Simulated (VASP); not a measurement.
# Fe (Pm-3m) in VASP: single point with PBEsol

Aim: the single point of Fe with PBEsol.

Program: VASP 6.6.1. These are calculated values, not measurements. Logs are shortened: lines on timing, memory, paths and dates and some standing lists are left out, and cuts for length are marked.

### 1 The cell of the first run

Symmetry: Pm-3m, No. 221, cubic system. The conventional cell has a = 2.328 Å, b = 2.328 Å, c = 2.328 Å, α = 90.00°, β = 90.00°, γ = 90.00°. Within 3.1 Å of Fe (site symmetry m-3m) lie 6 Fe at 2.33 Å.

### 2 Single point, PBEsol, collinear spin, ferromagnetic start

INCAR

```
PREC = Accurate
ENCUT = 520
EDIFF = 1E-6
ISMEAR = 0
SIGMA = 0.1
LREAL = F
LASPH = T
NELM = 150
ALGO = Normal
ISIF = 2
LWAVE = F
LCHARG = F
ISPIN = 2
MAGMOM = 2.87
LORBIT = 11
LMAXMIX = 4
GGA = PS
NBANDS = 14
```

KPOINTS

```
regular mesh
0
Gamma
  18 18 18
```

POSCAR

```
Fe
1.0
    2.3281666107      0.0000000000      0.0000000000
    0.0000000000      2.3281666107      0.0000000000
    0.0000000000      0.0000000000      2.3281666107
Fe
1
Direct
    0.0000000000      0.0000000000      0.0000000000
```

Potentials or basis: VASP PAW PBE potentials, release 64 (Fe).

Run with:

```bash
$ cat potpaw_PBE.64/Fe/POTCAR > POTCAR
$ mpirun -np 1 vasp_std > vasp.out
```

OUTCAR:

```text
PREC = Accurate
   ENCUT = 520
   EDIFF = 1E-6
   ISMEAR = 0
   LREAL = F
   LASPH = T
   NELM = 150
   ISIF = 2
   ISPIN = 2
   LORBIT = 11
   GGA = PS

 ion  position               nearest neighbor table
   1  0.000  0.000  0.000-

  LATTYP: Found a simple cubic cell.
 ALAT       =     2.3281666107

  Lattice vectors:

 A1 = (   2.3281666107,   0.0000000000,   0.0000000000)
 A2 = (   0.0000000000,   2.3281666107,   0.0000000000)
 A3 = (   0.0000000000,   0.0000000000,   2.3281666107)

Analysis of symmetry for initial positions (statically):
=====================================================================
 Subroutine PRICEL returns:
 Original cell was already a primitive cell.

 Routine SETGRP: Setting up the symmetry group for a
 simple cubic supercell.

 Subroutine GETGRP returns: Found 48 space group operations
 (whereof 48 operations were pure point group operations)
 out of a pool of 48 trial point group operations.

The static configuration has the point symmetry O_h .

Analysis of symmetry for dynamics (positions and initial velocities):
=====================================================================
 Subroutine PRICEL returns:
 Original cell was already a primitive cell.

 Routine SETGRP: Setting up the symmetry group for a
 simple cubic supercell.

 Subroutine GETGRP returns: Found 48 space group operations
 (whereof 48 operations were pure point group operations)
 out of a pool of 48 trial point group operations.

The dynamic configuration has the point symmetry O_h .

Analysis of structural, dynamic, and magnetic symmetry:
=====================================================================
 Subroutine PRICEL returns:
 Original cell was already a primitive cell.

 Routine SETGRP: Setting up the symmetry group for a
 simple cubic supercell.

 Subroutine GETGRP returns: Found 48 space group operations
 (whereof 48 operations were pure point group operations)
 out of a pool of 48 trial point group operations.

The overall configuration has the point symmetry O_h .

 Subroutine INISYM returns: Found 48 space group operations
 (whereof 48 operations are pure point group operations),
 and found     1 'primitive' translations

----------------------------------------------------------------------------------------

                                     Primitive cell

  volume of cell :      12.6195

  direct lattice vectors                    reciprocal lattice vectors
     2.328166611  0.000000000  0.000000000     0.429522524  0.000000000  0.000000000
     0.000000000  2.328166611  0.000000000     0.000000000  0.429522524  0.000000000
     0.000000000  0.000000000  2.328166611     0.000000000  0.000000000  0.429522524

  length of vectors
     2.328166611  2.328166611  2.328166611     0.429522524  0.429522524  0.429522524

  position of ions in fractional coordinates (direct lattice)
     0.000000000  0.000000000  0.000000000

  ion indices of the primitive-cell ions
   primitive index   ion index
                 1           1

----------------------------------------------------------------------------------------

 KPOINTS: regular mesh

Automatic generation of k-mesh.
 Grid dimensions read from file:
 generate k-points for:   18   18   18

 Generating k-lattice:

  Cartesian coordinates                     Fractional coordinates (reciprocal lattice)
     0.023862362  0.000000000  0.000000000     0.055555556  0.000000000  0.000000000
     0.000000000  0.023862362  0.000000000     0.000000000  0.055555556  0.000000000
     0.000000000  0.000000000  0.023862362     0.000000000  0.000000000  0.055555556

  Length of vectors
     0.023862362  0.023862362  0.023862362

  Shift w.r.t. Gamma in fractional coordinates (k-lattice)
     0.000000000  0.000000000  0.000000000

 Subroutine IBZKPT returns following result:
 ===========================================

 Found    220 irreducible k-points:

 Following reciprocal coordinates:
            Coordinates               Weight
  0.000000  0.000000  0.000000      1.000000
  0.055556  0.000000  0.000000      6.000000
  0.111111  0.000000  0.000000      6.000000
  0.166667  0.000000  0.000000      6.000000
  0.222222  0.000000  0.000000      6.000000
  0.277778  0.000000  0.000000      6.000000
[... 16 lines left out ...]
  0.277778  0.111111  0.000000     24.000000
  0.333333  0.111111  0.000000     24.000000
 [... further k-points ...]
   k-points           NKPTS =    220   k-points in BZ     NKDIM =    220   number of bands    NBANDS=     14
   number of dos      NEDOS =    301   number of ions     NIONS =      1
   total plane-waves  NPLWV =   5832
   dimension x,y,z NGX =    18 NGY =   18 NGZ =   18
   dimension x,y,z NGXF=    36 NGYF=   36 NGZF=   36
   ions per type =               1
   NGX,Y,Z   is equivalent  to a cutoff of  12.85, 12.85, 12.85 a.u.
   NGXF,Y,Z  is equivalent  to a cutoff of  25.71, 25.71, 25.71 a.u.
 SYSTEM =  unknown system
   PREC   = accura    normal or accurate (medium, high low for compatibility)
   ISTART =      0    job   : 0-new  1-cont  2-samecut
   ICHARG =      2    charge: 1-file 2-atom 10-const
   ISPIN  =      2    spin polarized calculation?
   LNONCOLLINEAR =      F non collinear calculations
   LSORBIT =      F    spin-orbit coupling
   LASPH  =      T    aspherical Exc in radial PAW
   ENCUT  =  520.0 eV  38.22 Ry    6.18 a.u.   4.33  4.33  4.33*2*pi/ulx,y,z
   NELM   =    150;   NELMIN=  2; NELMDL= -5     # of ELM steps
   EDIFF  = 0.1E-05   stopping-criterion for ELM
   LREAL  =      F    real-space projection
   EDIFFG = 0.1E-04   stopping-criterion for IOM
   NSW    =      0    number of steps for IOM
   IBRION =     -1    ionic relax: 0-MD 1-quasi-New 2-CG
   NFREE  =      0    steps in history (QN), initial steepest desc. (CG)
   ISIF   =      2    stress and relaxation
   ISYM   =      2    0-nonsym 1-usesym 2-fastsym
   POTIM  = 0.5000    time-step for ionic-motion
   TEBEG  =    0.0;   TEEND  =   0.0 temperature during run
   PSTRESS=    0.0 pullay stress
   NELECT =       8.0000    total number of electrons
   NUPDOWN=      -1.0000    fix difference up-down
   EMIN   =  10.00;   EMAX   =-10.00  energy-range for DOS
   EFERMI =   0.00;   METHOD = LEGACY
   ISMEAR =     0;   SIGMA  =   0.10  broadening in eV -4-tet -1-fermi 0-gaus
   EFERMI_NEDOS =   21; number of points for ismear=-14 and -15
   IALGO  =     38    algorithm
   IMIX   =      4    mixing-type and parameters
     AMIX     =   0.40;   BMIX     =  1.00
     AMIX_MAG =   1.60;   BMIX_MAG =  1.00
  volume/ion in A,a.u.               =      12.62        85.16
  Fermi-wavevector in a.u.,A,eV,Ry     =   1.406341  2.657600 26.909551  1.977796
  Thomas-Fermi vector in A             =   2.528711
   LORBIT       =     11    0 simple, 1 ext, 2 COOP (PROOUT), +10 PAW based schemes
   GGA     = PS    functional components
   LHFCALC =     F    Hartree Fock is set to
   AEXX    =    0.0000 exact exchange contribution
   IVDW    =     0    specifies the selected vdW correction
   LEPSILON=     F    determine dielectric tensor
   LRPA    =     F    only Hartree local field effects (RPA)
 spin polarized calculation
 Gauss-broadening in eV      SIGMA  =   0.10
  energy-cutoff  :      520.00
  volume of cell :       12.62
 maximum number of plane-waves:       356
 NGX is ok and might be reduce to    18
   NGX =  9   NGY =  9   NGZ =  9

 number of electron       7.9999995 magnetization       2.3283521

 Free energy of the ion-electron system (eV)
  ---------------------------------------------------
  ext. energy  EPLUGINS =         0.00000000
  ---------------------------------------------------
  free energy    TOTEN  =        -8.08102783 eV

  energy without entropy =       -8.07592456  energy(sigma->0) =       -8.07847619

 E-fermi :   4.9543     XC(G=0): -12.5920

 val. band max:        4.9521193779   @ k =   0.5000   0.3889   0.1667
 cond. band min:       4.9592301593   @ k =   0.4444   0.3333   0.1667
 fundamental gap:      0.0071107814
 Fermi energy:         4.9542518583

 spin component 1

 k-point     1 :       0.0000    0.0000    0.0000
  band No.  band energies     occupation
      1      -3.1935      1.00000
      2       0.8271      1.00000
      3       0.8271      1.00000
      4       4.5529      1.00000
      5       4.5529      1.00000
      6       4.5529      1.00000
      7      24.2281      0.00000
      8      24.2281      0.00000
      9      24.2281      0.00000
     10      28.1882      0.00000
     11      28.1882      0.00000
     12      32.8056      0.00000
     13      45.3425      0.00000
     14      45.3425      0.00000
[... 375 lines left out ...]
 k-point    24 :       0.3333    0.1111    0.0000
  band No.  band energies     occupation
      1      -0.1545      1.00000
      2       1.3992      1.00000
      3       2.3167      1.00000
      4       3.5582      1.00000
      5       3.7581      1.00000
      6       4.4897      1.00000
      7      12.8442      0.00000
      8      24.0298      0.00000
      9      28.8477      0.00000
     10      29.5208      0.00000
     11      32.1238      0.00000
     12      36.1514      0.00000
     13      38.3441      0.00000
     14      38.9930      0.00000

 [... further k-points ...]

 spin component 2

 k-point     1 :       0.0000    0.0000    0.0000
  band No.  band energies     occupation
      1      -2.8164      1.00000
      2       2.3646      1.00000
      3       2.3649      1.00000
      4       7.4114      0.00000
      5       7.4114      0.00000
      6       7.4117      0.00000
      7      24.8507      0.00000
      8      24.8507      0.00000
      9      24.8508      0.00000
     10      28.7763      0.00000
     11      28.7763      0.00000
     12      32.8915      0.00000
     13      45.8154      0.00000
     14      45.8154      0.00000
[... 375 lines left out ...]
 k-point    24 :       0.3333    0.1111    0.0000
  band No.  band energies     occupation
      1       0.4252      1.00000
      2       2.9955      1.00000
      3       3.7387      1.00000
      4       6.1590      0.00000
      5       6.2458      0.00000
      6       7.3357      0.00000
      7      13.8127      0.00000
      8      24.6393      0.00000
      9      29.6130      0.00000
     10      29.7430      0.00000
     11      32.7139      0.00000
     12      36.7283      0.00000
     13      39.0807      0.00000
     14      39.4931      0.00000

 [... further k-points ...]

------------------------ aborting loop because EDIFF is reached ----------------------------------------

  FORCE on cell =-STRESS in cart. coord.  units (eV):
  Direction    XX          YY          ZZ          XY          YZ          ZX
  --------------------------------------------------------------------------------------
  -------------------------------------------------------------------------------------
  Total       -0.0326227     -0.0326227     -0.0326227     -0.0000000     -0.0000000     -0.0000000
  in kB       -4.1417895     -4.1417895     -4.1417895     -0.0000000     -0.0000000     -0.0000000
  external PRESSURE =      -4.1417895 kB  Pullay stress =       0.0000000 kB

 VOLUME and BASIS-vectors are now :
 -----------------------------------------------------------------------------
  energy-cutoff  :      520.00
  volume of cell :       12.62
      direct lattice vectors                 reciprocal lattice vectors
     2.328166611  0.000000000  0.000000000     0.429522524  0.000000000  0.000000000
     0.000000000  2.328166611  0.000000000     0.000000000  0.429522524  0.000000000
     0.000000000  0.000000000  2.328166611     0.000000000  0.000000000  0.429522524

 POSITION                                       TOTAL-FORCE (eV/Angst)
 -----------------------------------------------------------------------------------
      0.00000      0.00000      0.00000         0.000000      0.000000      0.000000
 -----------------------------------------------------------------------------------
    total drift:                                0.000000      0.000000      0.000000

  FREE ENERGIE OF THE ION-ELECTRON SYSTEM (eV)
  ---------------------------------------------------
  free  energy   TOTEN  =        -8.0810278263 eV

  energy  without entropy=       -8.0759245607  energy(sigma->0) =       -8.07847619

 total charge

# of ion       s       p       d       tot
------------------------------------------
    1        0.518   0.444   6.310   7.272

 magnetization (x)

# of ion       s       p       d       tot
------------------------------------------
    1        0.002  -0.004   2.308   2.306
```

Run time: 30 s. Hardware: 1 thread of Intel Xeon 6975P-C (Granite Rapids), shared host; peak memory 0.16 GiB.

What came out:

```yaml
Free_energy: -8.0810 eV
Pressure: -0.4 GPa
Net_moment: 2.33 μB per cell
Site_moments: Fe +2.31 μB
Valence_electrons_inside_the_program's_atomic_spheres: Fe 7.27
```

Levels at points of the mesh, in eV from the Fermi level:
Spin up:
| k point | band 3 | band 4 | band 5 | band 6 | band 7 | band 8 |
| --- | --- | --- | --- | --- | --- | --- |
| (0.00, 0.00, 0.00) | -4.13 | -0.40 | -0.40 | -0.40 | 19.27 | 19.27 |
| (0.50, 0.00, 0.00) | -1.73 | -1.73 | -1.29 | -0.28 | 4.52 | 23.17 |
| (0.50, 0.50, 0.00) | -1.46 | -1.46 | 0.97 | 5.17 | 5.17 | 11.31 |
| (0.50, 0.50, 0.50) | -4.08 | 1.04 | 1.04 | 12.21 | 12.21 | 12.21 |
Spin down:
```
           k point  band 1  band 2  band 3  band 4  band 5  band 6
(0.00, 0.00, 0.00)   -7.77   -2.59   -2.59    2.46    2.46    2.46
(0.50, 0.00, 0.00)   -3.14   -1.96   -1.04    0.91    0.91    2.59
(0.50, 0.50, 0.00)   -3.43   -1.51    1.24    1.24    2.97    5.62
(0.50, 0.50, 0.50)   -1.97   -1.97   -1.97    3.05    3.05   12.54
```

Caveat: the PAW data sets were made with another functional, which shifts forces and pressure a little.
